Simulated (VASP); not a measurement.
# CoO (Fm-3m) in VASP: settings compared

Aim: see how the results for CoO move with the level of theory and the settings. Levels: LDA, RPBE+D3(BJ)+U. Tasks: elastic constants, single point.

All numbers are computed with VASP 6.6.1; they aren't measurements. Logs are shortened: lines on timing, memory, paths and dates and some standing lists are left out, and cuts for length are marked.

## (1) The cell of the first run

The structure is cubic, space group Fm-3m (No. 225). Conventional cell: a = 4.263 Å, b = 4.263 Å, c = 4.263 Å, α = 90.00°, β = 90.00°, γ = 90.00°. Co (site symmetry m-3m) has 6 O at 2.13 Å within 2.8 Å. Within 2.8 Å of O (site symmetry m-3m) lie 6 Co at 2.13 Å.

## (2) Elastic constants, LDA, collinear spin, ferromagnetic start

The input, INCAR:

```
PREC     = Accurate       # precision mode
ENCUT    = 600            # plane-wave cutoff, eV
EDIFF    = 1E-8           # SCF threshold, eV
ISMEAR   = -1             # smearing method
SIGMA    = 0.05           # smearing width, eV
LREAL    = False          # projectors in reciprocal space
LASPH    = True           # aspherical terms in the spheres
NELM     = 150            # most SCF steps
ALGO     = Normal         # electronic algorithm
ISIF     = 3              # what is computed and relaxed
LWAVE    = False          # write WAVECAR
LCHARG   = False          # write CHGCAR
ISPIN    = 2              # spin polarisation
MAGMOM   = 2 0            # initial moments
LORBIT   = 11             # projections on sites
LMAXMIX  = 4              # l up to which the mixer works
IBRION   = 6              # ionic algorithm
NFREE    = 2            
POTIM    = 0.015          # step
NSW      = 1              # ionic steps
```

The input, KPOINTS:

```
regular mesh
0
Gamma
  8 8 8
```

The input, POSCAR:

```
CoO
1.0
    0.0000000000      2.1315000000      2.1315000000
    2.1315000000      0.0000000000      2.1315000000
    2.1315000000      2.1315000000      0.0000000000
Co O
1 1
Direct
    0.0000000000      0.0000000000      0.0000000000
    0.5000000000      0.5000000000      0.5000000000
```

Potentials or basis: VASP PAW LDA potentials, release 64 (Co, O).

Run with:

```
$ cat potpaw_LDA.64/Co/POTCAR potpaw_LDA.64/O/POTCAR > POTCAR
$ mpirun -np 1 vasp_std > vasp.out
```

OUTCAR:

```text
PREC = Accurate
   ENCUT = 600
   EDIFF = 1E-8
   ISMEAR = -1
   LREAL = False
   LASPH = True
   NELM = 150
   ISIF = 3
   ISPIN = 2
   LORBIT = 11
   IBRION = 6
   NFREE = 2
   POTIM = 0.015
   NSW = 1

 ion  position               nearest neighbor table
   1  0.000  0.000  0.000-   2 2.13   2 2.13   2 2.13   2 2.13   2 2.13   2 2.13
   2  0.500  0.500  0.500-   1 2.13   1 2.13   1 2.13   1 2.13   1 2.13   1 2.13

  LATTYP: Found a face centered cubic cell.
 ALAT       =     4.2630000000

  Lattice vectors:

 A1 = (   0.0000000000,   2.1315000000,   2.1315000000)
 A2 = (   2.1315000000,   0.0000000000,   2.1315000000)
 A3 = (   2.1315000000,   2.1315000000,   0.0000000000)

Analysis of symmetry for initial positions (statically):
[... 25 lines left out ...]
The dynamic configuration has the point symmetry O_h .

Analysis of structural, dynamic, and magnetic symmetry:
=====================================================================
 Subroutine PRICEL returns:
[... 7 lines left out ...]
 out of a pool of 48 trial point group operations.

The overall configuration has the point symmetry O_h .

 Subroutine INISYM returns: Found 48 space group operations
[... 5 lines left out ...]
                                     Primitive cell

  volume of cell :      19.3681

  direct lattice vectors                    reciprocal lattice vectors
     0.000000000  2.131500000  2.131500000    -0.234576589  0.234576589  0.234576589
     2.131500000  0.000000000  2.131500000     0.234576589 -0.234576589  0.234576589
     2.131500000  2.131500000  0.000000000     0.234576589  0.234576589 -0.234576589

  length of vectors
     3.014396208  3.014396208  3.014396208     0.406298571  0.406298571  0.406298571

  position of ions in fractional coordinates (direct lattice)
     0.000000000  0.000000000  0.000000000
     0.500000000  0.500000000  0.500000000

  ion indices of the primitive-cell ions
   primitive index   ion index
                 1           1
                 2           2

----------------------------------------------------------------------------------------

 KPOINTS: regular mesh

Automatic generation of k-mesh.
 Grid dimensions read from file:
 generate k-points for:    8    8    8

 Generating k-lattice:

  Cartesian coordinates                     Fractional coordinates (reciprocal lattice)
    -0.029322074  0.029322074  0.029322074     0.125000000  0.000000000  0.000000000
     0.029322074 -0.029322074  0.029322074     0.000000000  0.125000000  0.000000000
     0.029322074  0.029322074 -0.029322074     0.000000000  0.000000000  0.125000000

  Length of vectors
     0.050787321  0.050787321  0.050787321

  Shift w.r.t. Gamma in fractional coordinates (k-lattice)
     0.000000000  0.000000000  0.000000000

 Subroutine IBZKPT returns following result:
 ===========================================

 Found     29 irreducible k-points:

 Following reciprocal coordinates:
            Coordinates               Weight
  0.000000  0.000000  0.000000      1.000000
  0.125000  0.000000  0.000000      8.000000
  0.250000  0.000000  0.000000      8.000000
  0.375000  0.000000  0.000000      8.000000
  0.500000  0.000000  0.000000      4.000000
  0.125000  0.125000  0.000000      6.000000
[... 16 lines left out ...]
  0.500000  0.250000  0.125000     48.000000
 -0.375000  0.250000  0.125000     24.000000
[... 74 lines left out ...]
  -------------------------------------------------------------------------------------
  Total       -2.4696424     -2.4696424     -2.4696424     -0.0000000     -0.0000000      0.0000000
  in kB     -204.2954279   -204.2954279   -204.2954279     -0.0000000     -0.0000000      0.0000000
  external PRESSURE =    -204.2954279 kB  Pullay stress =       0.0000000 kB
[... 89 lines left out ...]
  FREE ENERGIE OF THE ION-ELECTRON SYSTEM (eV)
  ---------------------------------------------------
  free  energy   TOTEN  =       -14.6937488612 eV

  energy  without entropy=      -14.6593904880  energy(sigma->0) =      -14.67656967

[... ionic steps 4 to 14 ...]

--------------------------------------- Ionic step       15  -------------------------------------------

 number of electron      15.0000005 magnetization       2.7976852

------------------------ aborting loop because EDIFF is reached ----------------------------------------
[... 67 lines left out ...]
--------------------------------------- Ionic step       17  -------------------------------------------

 number of electron      15.0000006 magnetization       2.7977045

 Free energy of the ion-electron system (eV)
  ---------------------------------------------------
  ext. energy  EPLUGINS =         0.00000000
  ---------------------------------------------------
  free energy    TOTEN  =       -14.65844172 eV

  energy without entropy =      -14.62439747  energy(sigma->0) =      -14.64141960

 E-fermi :   7.5996     XC(G=0): -12.8739

 val. band max:        7.5954447207   @ k =   0.0000  -0.2500   0.2500
 cond. band min:       7.6005755634   @ k =  -0.2500   0.2500   0.0000
 fundamental gap:      0.0051308427
 Fermi energy:         7.5995638370

 spin component 1

 k-point     1 :       0.0000    0.0000    0.0000
  band No.  band energies     occupation
      1     -12.4378      1.00000
      2       4.2980      1.00000
      3       4.3141      1.00000
      4       4.3141      1.00000
      5       4.6266      1.00000
      6       4.6323      1.00000
      7       4.6394      1.00000
      8       4.6394      1.00000
      9       4.6609      1.00000
     10       8.5386      0.00000
     11      24.2176      0.00000
     12      25.5286      0.00000
[... 333 lines left out ...]
      1     -11.0930      1.00000
      2       0.0602      1.00000
      3       1.4957      1.00000
      4       1.7821      1.00000
      5       5.1917      1.00000
      6       5.3853      1.00000
      7       5.7781      1.00000
      8       6.5859      1.00000
      9       7.2491      0.99910
     10      14.6730      0.00000
     11      16.1691      0.00000
     12      18.4892      0.00000

 [... further k-points ...]

 spin component 2

 k-point     1 :       0.0000    0.0000    0.0000
  band No.  band energies     occupation
      1     -11.9357      1.00000
      2       4.8857      1.00000
      3       4.8880      1.00000
      4       4.8880      1.00000
      5       6.5136      1.00000
      6       6.5163      1.00000
      7       6.5164      1.00000
      8       7.1720      0.99981
      9       7.1771      0.99979
     10       9.0623      0.00000
     11      24.3080      0.00000
     12      26.1369      0.00000
[... 374 lines left out ...]
  FREE ENERGIE OF THE ION-ELECTRON SYSTEM (eV)
  ---------------------------------------------------
  free  energy   TOTEN  =       -14.6584417214 eV

  energy  without entropy=      -14.6243974718  energy(sigma->0) =      -14.64141960

 INTERNAL STRAIN TENSORS FROM STRAINED CELLS
 ============================================

 INTERNAL STRAIN TENSOR FOR ION    1 for displacements in x,y,z  (eV/Angst):
          X           Y           Z          XY          YZ          ZX
  --------------------------------------------------------------------------------
  x     0.00000    -0.00000    -0.00000     0.00000     0.00000     0.00000
  y    -0.00000    -0.00000     0.00000     0.00000     0.00000     0.00000
  z     0.00000     0.00000     0.00000     0.00000     0.00000     0.00000

 INTERNAL STRAIN TENSORS FROM DISPLACED ATOMS
 ============================================

 INTERNAL STRAIN TENSOR FOR ION    1 for displacements in x,y,z  (eV/Angst):
          X           Y           Z          XY          YZ          ZX
  --------------------------------------------------------------------------------
  x     0.00000     0.00000     0.00000     0.00000     0.00000     0.00000
  y     0.00000     0.00000     0.00000     0.00000     0.00000     0.00000
  z     0.00000     0.00000     0.00000     0.00000     0.00000     0.00000

 INTERNAL STRAIN TENSOR FOR ION    2 for displacements in x,y,z  (eV/Angst):
          X           Y           Z          XY          YZ          ZX
  --------------------------------------------------------------------------------
  x     0.00000     0.00000     0.00000     0.00000     0.00000     0.00000
  y     0.00000     0.00000     0.00000     0.00000     0.00000     0.00000
  z     0.00000     0.00000     0.00000     0.00000     0.00000     0.00000

 Eigenvectors and eigenvalues of the dynamical matrix
 ----------------------------------------------------

   1 f  =    0.001354 THz     0.008507 2PiTHz    0.045163 cm-1     0.005599 meV
             X         Y         Z           dx          dy          dz
      0.000000  0.000000  0.000000     0.013191    0.339974   -0.819130
      2.131500  2.131500  2.131500     0.006868    0.177010   -0.426486
[... 21 lines left out ...]
   6 f/i=    4.369539 THz    27.454622 2PiTHz  145.752123 cm-1    18.070952 meV
             X         Y         Z           dx          dy          dz
      0.000000  0.000000  0.000000     0.000000    0.000000   -0.461812
      2.131500  2.131500  2.131500     0.000000   -0.000000    0.886978

--------------------------------------------------------------------------------------------------------

 ELASTIC MODULI CONTR FROM IONIC RELAXATION (kBar)
 Direction    XX          YY          ZZ          XY          YZ          ZX
 --------------------------------------------------------------------------------
 XX           0.0000      0.0000      0.0000      0.0000      0.0000      0.0000
 YY           0.0000      0.0000      0.0000      0.0000      0.0000      0.0000
 ZZ           0.0000      0.0000      0.0000      0.0000      0.0000      0.0000
 XY           0.0000      0.0000      0.0000      0.0000      0.0000      0.0000
 YZ           0.0000      0.0000      0.0000      0.0000      0.0000      0.0000
 ZX           0.0000      0.0000      0.0000      0.0000      0.0000      0.0000
 --------------------------------------------------------------------------------

 TOTAL ELASTIC MODULI (kBar)
 Direction    XX          YY          ZZ          XY          YZ          ZX
 --------------------------------------------------------------------------------
 XX        1320.8082   1546.3622   1546.3622      0.0000      0.0000      0.0000
 YY        1546.3622   1320.8082   1546.3622      0.0000     -0.0000      0.0000
 ZZ        1546.3622   1546.3622   1320.8082      0.0000      0.0000      0.0000
 XY           0.0000      0.0000      0.0000    -52.2052     -0.0000      0.0000
 YZ           0.0000     -0.0000      0.0000     -0.0000    -52.2052      0.0000
 ZX           0.0000      0.0000      0.0000      0.0000      0.0000    -52.2052
 --------------------------------------------------------------------------------

 total charge

# of ion       s       p       d       tot
------------------------------------------
    1        0.296   0.357   7.181   7.834
    2        1.542   3.382   0.000   4.925
--------------------------------------------------
tot          1.838   3.740   7.181  12.759

 magnetization (x)

# of ion       s       p       d       tot
------------------------------------------
    1        0.019   0.018   2.396   2.433
    2        0.028   0.273   0.000   0.302
--------------------------------------------------
tot          0.047   0.291   2.396   2.734
```

Wall time 9.4 min (1 thread of Intel Xeon Platinum 8259CL at 2.50GHz (Skylake/Cascade Lake), shared host); peak memory 0.26 GiB.

What came out:

| Item | Value |
| --- | --- |
| Net moment | 2.80 μB per cell |
| Site moments | Co +2.43; O +0.30 μB |
| Valence electrons inside the program's atomic spheres | Co 7.83; O 4.92 |
| Elastic constants C11, C12, C44 | 132, 155, -5 GPa |
| Voigt bulk modulus | 147 GPa |
| Highest phonon frequency at Γ, LO-TO splitting left out | 0 cm⁻¹ |
| Most unstable mode | 146i cm⁻¹ |

Phonon frequencies in cm⁻¹ (negative: imaginary):
| q point | frequencies |
| --- | --- |
| (0.000, 0.000, 0.000) | -146 -146 -146 0 0 0 |

Elastic tensor in Voigt notation (GPa, in the Cartesian axes of the cell as first typed):
```
132 155 155   0   0   0
155 132 155   0   0   0
155 155 132   0   0   0
  0   0   0  -5   0   0
  0   0   0   0  -5   0
  0   0   0   0   0  -5
```

Clamped-ion elastic tensor (GPa):
```
132 155 155   0   0   0
155 132 155   0   0   0
155 155 132   0   0   0
  0   0   0  -5   0   0
  0   0   0   0  -5   0
  0   0   0   0   0  -5
```

Caveat: the cell is under stress, which shifts elastic constants; some modes are imaginary; the elastic tensor has a negative eigenvalue, so either the cell is unstable as it stands or the mesh is too thin; a cell with one magnetic atom can't hold antiferromagnetic order, which such compounds often take.

(Continued in part 2 of 2.)
